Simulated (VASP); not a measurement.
# Sb: electric field gradients with PBEsol

The system is Sb.

```
Sb
1.0
     3.20158    0.00000    0.00000
     0.00000    3.20158    0.00000
     0.00000    0.00000    3.20158
Sb
1
Direct
  0.00000 0.00000 0.00000
```

This cell differs from its parent crystal: volume scaled by 1.04.

```yaml
Program: VASP 6.6.1
Task: electric field gradients
Functional: PBEsol
Potentials_or_basis: VASP PAW PBE potentials, release 64 (Sb)
Cutoff: 520 eV
k_mesh: 12 × 12 × 12
Occupations: fermi-dirac, width 0.08 eV
Spin: no spin polarisation
Dipole_correction: no
Further_INCAR_settings: ALGO = Normal; EDIFF = 1e-08; NBANDS = 8
```

The pressure is -6.0 GPa.

Levels at points of the mesh, in eV from the Fermi level:
```tsv
k point	band 1	band 2	band 3	band 4	band 5	band 6	band 7	band 8
(0.00, 0.00, 0.00)	-11.76	2.97	2.97	2.97	6.80	6.80	7.51	17.12
(0.50, 0.00, 0.00)	-9.67	-5.02	4.68	4.68	8.74	10.19	10.68	11.11
(0.50, 0.50, 0.00)	-7.49	-3.18	-3.18	2.40	6.38	12.09	12.89	12.89
(0.50, 0.50, 0.50)	-5.12	-1.48	-1.48	-1.48	4.89	4.89	4.89	6.98
```

It took 5.1 s on 1 thread of Intel(R) Xeon(R) 6975P-C (Granite Rapids), on a shared host, peak memory 0.14 GiB.

Caveat: without QUAD_EFG the Cq values of the log hold for a quadrupole moment of 1 mb, not for the nuclei; the PAW data sets were made with another functional, which shifts forces and pressure a little; spin-orbit coupling is left out, which moves the levels of the heavy elements.
